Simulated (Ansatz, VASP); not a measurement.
## Two plane-wave programs on BP

```
B P
1.0
     0.00000    1.74743    1.74743
     1.74743    0.00000    1.74743
     1.74743    1.74743    0.00000
B P
1 1
Direct
  0.00000 0.00000 0.00000
  0.50000 0.50000 0.50000
```

Change from the starting cell: volume scaled by 0.55, PAW files.

Alike in both runs: task single point; functional LDA; k mesh 15 × 15 × 15; occupations fermi-dirac, width 0.1 eV; no spin polarisation.

|  | VASP | Ansatz |
| --- | --- | --- |
| version | VASP 6.6.1 | Ansatz 0.2.0 |
| potentials or method | VASP PAW LDA potentials, release 64 (B, P) | PAW with Ansatz's default frozen-core files, scalar-relativistic |
| plane-wave cutoff (eV) | 500 | 420 |
| valence electrons in the cell | 8 | 8 |

|  | VASP | Ansatz | Ansatz less VASP |
| --- | --- | --- | --- |
| pressure (GPa) | 297.0 | 299.1 | +2.05 |

LDA's correlation is that of Perdew and Zunger in VASP and of Perdew and Wang (1992) in Ansatz. Both programs put the cell under a high pressure, so it lies far from rest at this level.

Noted on VASP's run: the cell as given lies far from equilibrium.
